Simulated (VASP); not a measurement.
# W2C (P-3m1) in VASP: further runs

W2C is run at these levels: PBE+D4, PBE+U; tasks: single point.

All numbers are computed with VASP 6.6.1; they aren't measurements. Logs are shortened: lines on timing, memory, paths and dates and some standing lists are left out, and cuts for length are marked.

### Step 1. The cell of the first run

The structure is trigonal, space group P-3m1 (No. 164). Conventional cell: a = 3.070 Å, b = 3.070 Å, c = 4.678 Å, α = 90.00°, β = 90.00°, γ = 120.00°. Within 2.8 Å of W (site symmetry 3m) lie 3 C at 2.13 Å. Within 2.8 Å of C (site symmetry -3m) lie 6 W at 2.13 Å.

### Step 2. Single point, PBE+D4

File INCAR:

```
SYSTEM = W2C
PREC = Accurate
ENCUT = 600
EDIFF = 1E-6
ISMEAR = 0
SIGMA = 0.1
LREAL = .False.
LASPH = .True.
NELM = 120
ALGO = Normal
ISIF = 2
LWAVE = .False.
LCHARG = .True.
GGA = PE
IVDW = 13
LELF = .True.
LVHAR = .True.
NBANDS = 23
GGA_COMPAT = .False.
```

File KPOINTS:

```
Automatic mesh
0
Gamma
  6 6 4
  0 0 0
```

File POSCAR:

```
W2C
1.0
    3.0700456420      0.0000000000      0.0000000000
   -1.5350228210      2.6587375167      0.0000000000
    0.0000000000      0.0000000000      4.6784280000
W C
2 1
Direct
    0.3333333333      0.6666666667      0.7463310000
    0.6666666667      0.3333333333      0.2536690000
    0.0000000000      0.0000000000      0.0000000000
```

Potentials or basis: VASP PAW PBE potentials, release 64 (W_sv, C).

Started as:

```console
$ cat potpaw_PBE.64/W_sv/POTCAR potpaw_PBE.64/C/POTCAR > POTCAR
$ mpirun -np 1 vasp_std > vasp.out
```

OUTCAR:

```text
SYSTEM = W2C
   PREC = Accurate
   ENCUT = 600
   EDIFF = 1E-6
   ISMEAR = 0
   LREAL = .False.
   LASPH = .True.
   NELM = 120
   ISIF = 2
   GGA = PE
   IVDW = 13

 ion  position               nearest neighbor table
   1  0.333  0.667  0.746-   3 2.13   3 2.13   3 2.13   2 2.91   2 2.91   2 2.91   2 2.96   2 2.96
                             2 2.96
   2  0.667  0.333  0.254-   3 2.13   3 2.13   3 2.13   1 2.91   1 2.91   1 2.91   1 2.96   1 2.96
                             1 2.96
   3  0.000  0.000  0.000-   1 2.13   2 2.13   1 2.13   2 2.13   2 2.13   1 2.13

  LATTYP: Found a hexagonal cell.
 ALAT       =     3.0700456420
 C/A-ratio  =     1.5238952594

  Lattice vectors:

 A1 = (   3.0700456420,   0.0000000000,   0.0000000000)
 A2 = (  -1.5350228210,   2.6587375167,   0.0000000000)
 A3 = (   0.0000000000,   0.0000000000,   4.6784280000)

Analysis of symmetry for initial positions (statically):
=====================================================================
 Subroutine PRICEL returns:
 Original cell was already a primitive cell.

 Routine SETGRP: Setting up the symmetry group for a
 hexagonal supercell.

 Subroutine GETGRP returns: Found 12 space group operations
 (whereof 12 operations were pure point group operations)
 out of a pool of 24 trial point group operations.

The static configuration has the point symmetry D_3d.

Analysis of symmetry for dynamics (positions and initial velocities):
=====================================================================
 Subroutine PRICEL returns:
 Original cell was already a primitive cell.

 Routine SETGRP: Setting up the symmetry group for a
 hexagonal supercell.

 Subroutine GETGRP returns: Found 12 space group operations
 (whereof 12 operations were pure point group operations)
 out of a pool of 24 trial point group operations.

The dynamic configuration has the point symmetry D_3d.

 Subroutine INISYM returns: Found 12 space group operations
 (whereof 12 operations are pure point group operations),
 and found     1 'primitive' translations

----------------------------------------------------------------------------------------

                                     Primitive cell

  volume of cell :      38.1874

  direct lattice vectors                    reciprocal lattice vectors
     3.070045642  0.000000000  0.000000000     0.325728056  0.188059181  0.000000000
    -1.535022821  2.658737517  0.000000000     0.000000000  0.376118362  0.000000000
     0.000000000  0.000000000  4.678428000     0.000000000  0.000000000  0.213747011

  length of vectors
     3.070045642  3.070045642  4.678428000     0.376118362  0.376118362  0.213747011

  position of ions in fractional coordinates (direct lattice)
     0.333333333  0.666666667  0.746331000
     0.666666667  0.333333333  0.253669000
     0.000000000  0.000000000  0.000000000

  ion indices of the primitive-cell ions
   primitive index   ion index
                 1           1
                 2           2
                 3           3

----------------------------------------------------------------------------------------

 KPOINTS: Automatic mesh

Automatic generation of k-mesh.
 Grid dimensions read from file:
 generate k-points for:    6    6    4

 Generating k-lattice:

  Cartesian coordinates                     Fractional coordinates (reciprocal lattice)
     0.054288009  0.031343197  0.000000000     0.166666667  0.000000000  0.000000000
     0.000000000  0.062686394  0.000000000     0.000000000  0.166666667  0.000000000
     0.000000000  0.000000000  0.053436753     0.000000000  0.000000000  0.250000000

  Length of vectors
     0.062686394  0.062686394  0.053436753

  Shift w.r.t. Gamma in fractional coordinates (k-lattice)
     0.000000000  0.000000000  0.000000000

 Subroutine IBZKPT returns following result:
 ===========================================

 Found     24 irreducible k-points:

 Following reciprocal coordinates:
            Coordinates               Weight
  0.000000  0.000000  0.000000      1.000000
  0.166667 -0.000000  0.000000      6.000000
  0.333333 -0.000000  0.000000      6.000000
  0.500000 -0.000000  0.000000      3.000000
  0.166667  0.166667  0.000000      6.000000
  0.333333  0.166667  0.000000     12.000000
[... 16 lines left out ...]
  0.333333  0.166667  0.500000     12.000000
  0.333333  0.333333  0.500000      2.000000
   k-points           NKPTS =     24   k-points in BZ     NKDIM =     24   number of bands    NBANDS=     23
   number of dos      NEDOS =    301   number of ions     NIONS =      3
   total plane-waves  NPLWV =  31360
   dimension x,y,z NGX =    28 NGY =   28 NGZ =   40
   dimension x,y,z NGXF=    56 NGYF=   56 NGZF=   80
   ions per type =               2   1
   NGX,Y,Z   is equivalent  to a cutoff of  15.16, 15.16, 14.21 a.u.
   NGXF,Y,Z  is equivalent  to a cutoff of  30.32, 30.32, 28.43 a.u.
 SYSTEM =  W2C
   PREC   = accura    normal or accurate (medium, high low for compatibility)
   ISTART =      0    job   : 0-new  1-cont  2-samecut
   ICHARG =      2    charge: 1-file 2-atom 10-const
   ISPIN  =      1    spin polarized calculation?
   LNONCOLLINEAR =      F non collinear calculations
   LSORBIT =      F    spin-orbit coupling
   LASPH  =      T    aspherical Exc in radial PAW
   ENCUT  =  600.0 eV  44.10 Ry    6.64 a.u.   6.13  6.13  9.34*2*pi/ulx,y,z
   NELM   =    120;   NELMIN=  2; NELMDL= -5     # of ELM steps
   EDIFF  = 0.1E-05   stopping-criterion for ELM
   LREAL  =      F    real-space projection
   EDIFFG = 0.1E-04   stopping-criterion for IOM
   NSW    =      0    number of steps for IOM
   IBRION =     -1    ionic relax: 0-MD 1-quasi-New 2-CG
   NFREE  =      0    steps in history (QN), initial steepest desc. (CG)
   ISIF   =      2    stress and relaxation
   ISYM   =      2    0-nonsym 1-usesym 2-fastsym
   POTIM  = 0.5000    time-step for ionic-motion
   TEBEG  =    0.0;   TEEND  =   0.0 temperature during run
   PSTRESS=    0.0 pullay stress
   NELECT =      32.0000    total number of electrons
   NUPDOWN=      -1.0000    fix difference up-down
   EMIN   =  10.00;   EMAX   =-10.00  energy-range for DOS
   EFERMI =   0.00;   METHOD = LEGACY
   ISMEAR =     0;   SIGMA  =   0.10  broadening in eV -4-tet -1-fermi 0-gaus
   EFERMI_NEDOS =   21; number of points for ismear=-14 and -15
   IALGO  =     38    algorithm
   IMIX   =      4    mixing-type and parameters
     AMIX     =   0.40;   BMIX     =  1.00
     AMIX_MAG =   1.60;   BMIX_MAG =  1.00
  volume/ion in A,a.u.               =      12.73        85.90
  Fermi-wavevector in a.u.,A,eV,Ry     =   1.543422  2.916645 32.411147  2.382152
  Thomas-Fermi vector in A             =   2.649087
   LORBIT       =      0    0 simple, 1 ext, 2 COOP (PROOUT), +10 PAW based schemes
   GGA     = PE    functional components
   LHFCALC =     F    Hartree Fock is set to
   AEXX    =    0.0000 exact exchange contribution
   IVDW    =    13    specifies the selected vdW correction
   LEPSILON=     F    determine dielectric tensor
   LRPA    =     F    only Hartree local field effects (RPA)
 non-spin polarized calculation
 Gauss-broadening in eV      SIGMA  =   0.10
  energy-cutoff  :      600.00
  volume of cell :       38.19
 maximum number of plane-waves:      1288
 NGX is ok and might be reduce to    28
   NGX = 13   NGY = 13   NGZ = 19

 number of electron      32.0000000 magnetization

 Free energy of the ion-electron system (eV)
  ---------------------------------------------------
  ext. energy  EPLUGINS =         0.00000000
  ---------------------------------------------------
  free energy    TOTEN  =       -34.99689469 eV

  energy without entropy =      -34.98939403  energy(sigma->0) =      -34.99314436

 E-fermi :  11.5720     XC(G=0): -13.4552

 val. band max:       11.5004565945   @ k =   0.1667  -0.0000   0.2500
 cond. band min:      11.6139754198   @ k =   0.1667   0.1667   0.2500
 fundamental gap:      0.1135188253
 Fermi energy:        11.5719683645

 k-point     1 :       0.0000    0.0000    0.0000
  band No.  band energies     occupation
      1     -63.2921      2.00000
      2     -63.2167      2.00000
      3     -27.9477      2.00000
      4     -27.3626      2.00000
      5     -27.3626      2.00000
      6     -27.2280      2.00000
[... 15 lines left out ...]
     22      18.2882      0.00000
     23      18.9285      0.00000

 k-point     2 :       0.1667   -0.0000    0.0000
  band No.  band energies     occupation
      1     -63.2808      2.00000
      2     -63.2142      2.00000
      3     -27.8798      2.00000
      4     -27.4851      2.00000
      5     -27.4086      2.00000
      6     -27.3479      2.00000
[... 15 lines left out ...]
     22      17.7236      0.00000
     23      18.4697      0.00000

 k-point     3 :       0.3333   -0.0000    0.0000
  band No.  band energies     occupation
      1     -63.2554      2.00000
      2     -63.2118      2.00000
      3     -27.7381      2.00000
      4     -27.7039      2.00000
      5     -27.5739      2.00000
      6     -27.4915      2.00000
[... 15 lines left out ...]
     22      16.9064      0.00000
     23      17.6507      0.00000

 k-point     4 :       0.5000   -0.0000    0.0000
  band No.  band energies     occupation
      1     -63.2393      2.00000
      2     -63.2142      2.00000
      3     -27.8520      2.00000
      4     -27.6818      2.00000
      5     -27.5845      2.00000
      6     -27.5303      2.00000
[... 15 lines left out ...]
     22      15.3016      0.00000
     23      18.0881      0.00000

 k-point     5 :       0.1667    0.1667    0.0000
  band No.  band energies     occupation
      1     -63.2623      2.00000
      2     -63.2119      2.00000
      3     -27.7616      2.00000
      4     -27.6031      2.00000
      5     -27.6023      2.00000
      6     -27.4135      2.00000
[... 434 lines left out ...]
 k-point    22 :       0.1667    0.1667    0.5000
  band No.  band energies     occupation
      1     -63.2385      2.00000
      2     -63.2357      2.00000
      3     -27.7503      2.00000
      4     -27.7041      2.00000
      5     -27.4161      2.00000
      6     -27.4117      2.00000
[... 15 lines left out ...]
     22      16.9419      0.00000
     23      19.2071      0.00000

 k-point    23 :       0.3333    0.1667    0.5000
  band No.  band energies     occupation
      1     -63.2274      2.00000
      2     -63.2260      2.00000
      3     -27.8582      2.00000
      4     -27.8362      2.00000
      5     -27.5120      2.00000
      6     -27.5057      2.00000
[... 15 lines left out ...]
     22      17.6788      0.00000
     23      18.9191      0.00000

 k-point    24 :       0.3333    0.3333    0.5000
  band No.  band energies     occupation
      1     -63.2232      2.00000
      2     -63.2232      2.00000
      3     -27.8043      2.00000
      4     -27.8043      2.00000
      5     -27.6520      2.00000
      6     -27.6296      2.00000
[... 15 lines left out ...]
     22      17.8744      0.00000
     23      17.9468      0.00000

------------------------ aborting loop because EDIFF is reached ----------------------------------------

  DFT-D4 for vdW energy calculation

  Edisp (eV):   -1.63044

  FORCE on cell =-STRESS in cart. coord.  units (eV):
  Direction    XX          YY          ZZ          XY          YZ          ZX
  --------------------------------------------------------------------------------------
  -------------------------------------------------------------------------------------
  Total      -1.68109    -1.68109    -2.07900     0.00000     0.00000    -0.00000
  in kB     -70.53118   -70.53118   -87.22566     0.00000     0.00000    -0.00000
  external pressure =      -76.10 kB  Pullay stress =        0.00 kB

 VOLUME and BASIS-vectors are now :
 -----------------------------------------------------------------------------
  energy-cutoff  :      600.00
  volume of cell :       38.19
      direct lattice vectors                 reciprocal lattice vectors
     3.070045642  0.000000000  0.000000000     0.325728056  0.188059181  0.000000000
    -1.535022821  2.658737517  0.000000000     0.000000000  0.376118362  0.000000000
     0.000000000  0.000000000  4.678428000     0.000000000  0.000000000  0.213747011

 POSITION                                       TOTAL-FORCE (eV/Angst)
 -----------------------------------------------------------------------------------
     -0.00000      1.77249      3.49166         0.000000     -0.000000      0.106275
      1.53502      0.88625      1.18677        -0.000000      0.000000     -0.106275
      0.00000      0.00000      0.00000        -0.000000      0.000000      0.000000
 -----------------------------------------------------------------------------------
    total drift:                                0.000000      0.000000      0.000000

  FREE ENERGIE OF THE ION-ELECTRON SYSTEM (eV)
  ---------------------------------------------------
  free  energy   TOTEN  =       -36.6273369294 eV

  energy  without entropy=      -36.6198362716  energy(sigma->0) =      -36.62358660
```

Run time: 50 s. Hardware: 1 thread of Intel Xeon 8259CL, shared host; peak memory 0.19 GiB.

Results:

```
Free energy                : -36.6273 eV
Pressure                   : -7.6 GPa
Largest force              : 0.106 eV/Å
Band gap on the k mesh     : zero (band 16 reaches 12.90 eV, above the bottom of band 17 at 10.46 eV)
Dispersion energy per atom : -0.543 eV
```

Forces on the atoms (eV/Å):
```
W    0.000  0.000  0.106
W    0.000  0.000 -0.106
C    0.000  0.000  0.000
```

Levels at points of the mesh, in eV from the Fermi level:
```csv
k point,band 12,band 13,band 14,band 15,band 16,band 17,band 18,band 19,band 20,band 21
"(0.00, 0.00, 0.00)",-5.47,-4.03,-1.51,-1.40,-1.40,-1.11,-1.11,0.51,0.51,1.51
"(0.50, 0.00, 0.00)",-5.82,-5.47,-3.47,-1.81,1.33,2.19,2.53,2.98,3.15,3.45
"(0.00, 0.00, 0.50)",-5.79,-3.29,-2.85,-2.34,-2.34,0.99,0.99,1.59,1.59,3.25
"(0.50, 0.00, 0.50)",-5.33,-4.14,-2.69,-2.51,-0.52,0.21,1.97,2.52,2.79,3.13
```

Caveat: the k points lie up to 0.39 Å⁻¹ apart; spin-orbit coupling is left out, which moves the levels of the heavy elements; pairwise dispersion overbinds metals, which lowers pressure and volume.

### Step 3. Single point, PBE+U

File INCAR:

```
SYSTEM = W2C
PREC     = Accurate       ! precision mode
ENCUT    = 600            ! plane-wave cutoff, eV
EDIFF    = 1E-6           ! SCF threshold, eV
ISMEAR   = 0              ! smearing method
SIGMA    = 0.1            ! smearing width, eV
LREAL    = .FALSE.        ! projectors in reciprocal space
LASPH    = .TRUE.         ! aspherical terms in the spheres
NELM     = 200            ! most SCF steps
ALGO     = Normal         ! electronic algorithm
ISIF     = 2              ! what is computed and relaxed
LWAVE    = .FALSE.        ! write WAVECAR
LCHARG   = .FALSE.        ! write CHGCAR
LMAXMIX  = 4              ! l up to which the mixer works
LDAU     = .TRUE.         ! DFT+U
LDAUTYPE = 1            
LDAUL    = 2 -1           ! shell
LDAUU    = 8.8 0          ! U, eV
LDAUJ    = 0.67 0       
LDAUPRINT= 1            
GGA      = PE             ! functional
ISYM     = 0            
NBANDS   = 23             ! bands
GGA_COMPAT= .FALSE.
```

File KPOINTS:

```
Automatic mesh
0
Gamma
  6 2 2
  0.5 0.5 0
```

POSCAR is that of step 2.

Potentials or basis: VASP PAW PBE potentials, release 64 (W_sv, C).

Started as:

```console
$ cat potpaw_PBE.64/W_sv/POTCAR potpaw_PBE.64/C/POTCAR > POTCAR
$ mpirun -np 1 vasp_std > vasp.out
```

Run time: 46 s. Hardware: 1 thread of Intel Xeon 8259CL, shared host; peak memory 0.18 GiB.

Results (log left out):

| Property | Result |
| --- | --- |
| Free energy | -17.3422 eV |
| Pressure | 14.3 GPa |
| Largest force | 0.628 eV/Å |
| Band gap on the k mesh | zero (band 16 reaches 12.77 eV, above the bottom of band 17 at 12.08 eV) |

Forces on the atoms (eV/Å):
```
W    0.606 -0.144 -0.077
W   -0.606  0.144  0.077
C    0.000  0.000  0.000
```

Stress tensor (GPa, compression positive):
```
22.92  0.89  3.95
 0.89 17.14  2.67
 3.95  2.67  2.89
```

Levels at points of the mesh, in eV from the Fermi level:
| k point | band 13 | band 14 | band 15 | band 16 | band 17 | band 18 | band 19 | band 20 |
| --- | --- | --- | --- | --- | --- | --- | --- | --- |
| (0.08, 0.25, 0.00) | -4.61 | -3.91 | -2.83 | -0.78 | 0.60 | 1.35 | 2.16 | 2.87 |

Eigenvalues of the final occupation matrices:
```csv
site,spin,trace,eigenvalues
site 1 d,1,1.61,0.25 0.27 0.35 0.37 0.38
site 1 d,2,1.61,0.25 0.27 0.35 0.37 0.38
site 2 d,1,1.61,0.25 0.27 0.35 0.37 0.38
site 2 d,2,1.61,0.25 0.27 0.35 0.37 0.38
```

Caveat: the k points lie up to 1.18 Å⁻¹ apart; spin-orbit coupling is left out, which moves the levels of the heavy elements; U without spin polarisation on a metal has little footing; the U is typed as a test and isn't derived for this compound.

[end of part 1 of 2]
